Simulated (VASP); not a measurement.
Write the native input for VASP 6.6.1 that does the following.

- Task: single point
- Functional: RPBE
- Dispersion: D4
- Potentials or basis: VASP PAW PBE potentials, release 64 (Pb_d, S)
- Cutoff: 520 eV
- k mesh: 8 × 8 × 7
- Occupations: fermi-dirac, width 0.05 eV
- Spin: no spin polarisation
- Dipole correction: no
- Further INCAR settings: ALGO = Normal; EDIFF = 1e-07; NBANDS = 17

The structure of PbS lies in POSCAR:

```
PbS
1.0
    4.0121962046      0.0000000000      0.0000000000
   -2.0060981023      3.4746638381      0.0000000000
    0.0000000000      0.0000000000      3.7811107444
Pb S
1 1
Direct
    0.0000000000      0.0000000000      0.0000000000
    0.6666666667      0.3333333333      0.5000000000
```

These files were run (other wordings do the same):

INCAR

```
  PREC = Accurate
  ENCUT = 520
  EDIFF = 1E-7
  ISMEAR = -1
  SIGMA = 0.05
  LREAL = False
  LASPH = True
  NELM = 100
  ALGO = Normal
  ISIF = 2
  LWAVE = False
  LCHARG = True
  GGA = RP
  IVDW = 13
  LELF = True
  LVHAR = True
  NBANDS = 17
```

KPOINTS

```
regular mesh
0
Gamma
  8 8 7
```

Potentials or basis: VASP PAW PBE potentials, release 64 (Pb_d, S).

Launch:

```sh
$ cat potpaw_PBE.64/Pb_d/POTCAR potpaw_PBE.64/S/POTCAR > POTCAR
$ mpirun -np 1 vasp_std > vasp.out
```

It gave:

```
Pressure                   : -0.1 GPa
Band gap on the k mesh     : 0.10 eV (least direct gap 1.75 eV)
Dispersion energy per atom : -0.705 eV
```

Caveat: the PAW data sets were made with another functional, which shifts forces and pressure a little; spin-orbit coupling is left out, which moves the levels of the heavy elements; an odd mesh through Γ misses points on the zone boundary, where band edges can lie.

It took 52 s on 1 thread of Intel Xeon 8259CL (shared host), peak memory 0.18 GiB.
